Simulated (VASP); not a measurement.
Al:

```
Al
1.0
     2.82708    0.00000    0.00000
    -1.41354    2.44832    0.00000
     0.00000    0.00000    9.18599
Al
4
Cartesian
  0.0000 0.0000 0.0000
  0.0000 1.6322 2.2965
  0.0000 0.0000 4.5930
  1.4135 0.8161 6.8895
```

- Program: VASP 6.6.1
- Task: relaxation of cell and atoms
- Functional: PBE
- Potentials or basis: VASP PAW PBE potentials, release 64 (Al)
- Cutoff: 600 eV
- k mesh: 18 × 18 × 6
- Occupations: gaussian, width 0.1 eV
- Spin: no spin polarisation

At the start: pressure 3.4 GPa; volume 15.90 Å³/atom.

Problem. How do energy, volume and symmetry change on relaxing?

Solution. Over 7 steps the energy falls by 7.0 meV/atom and the volume is 16.56 Å³/atom (+4.2 %); space group P6_3/mmc (No. 194, to 0.05 Å).

The path:
| step | energy change (eV) | largest force (eV/Å) | pressure (GPa) | volume (Å³) |
| --- | --- | --- | --- | --- |
| 1 | 0.0000 | 0.0000 | 3.38 | 63.58 |
| 2 | -0.0262 | 0.0000 | -0.63 | 66.72 |
| 3 | -0.0272 | 0.0000 | -0.04 | 66.20 |
| 4 | -0.0271 | 0.0000 | -0.10 | 66.26 |
| 5 | -0.0278 | 0.0000 | -0.09 | 66.25 |
| 6 | -0.0280 | 0.0000 | -0.07 | 66.24 |
| 7 | -0.0281 | 0.0000 | -0.08 | 66.24 |

Final structure:
```
Al
1.0
     2.85481    0.00000    0.00000
    -1.42740    2.47234    0.00000
     0.00000    0.00000    9.38538
Al
4
Direct
  0.00000 0.00000 0.00000
  0.33333 0.66667 0.25000
  0.00000 0.00000 0.50000
  0.66667 0.33333 0.75000
```
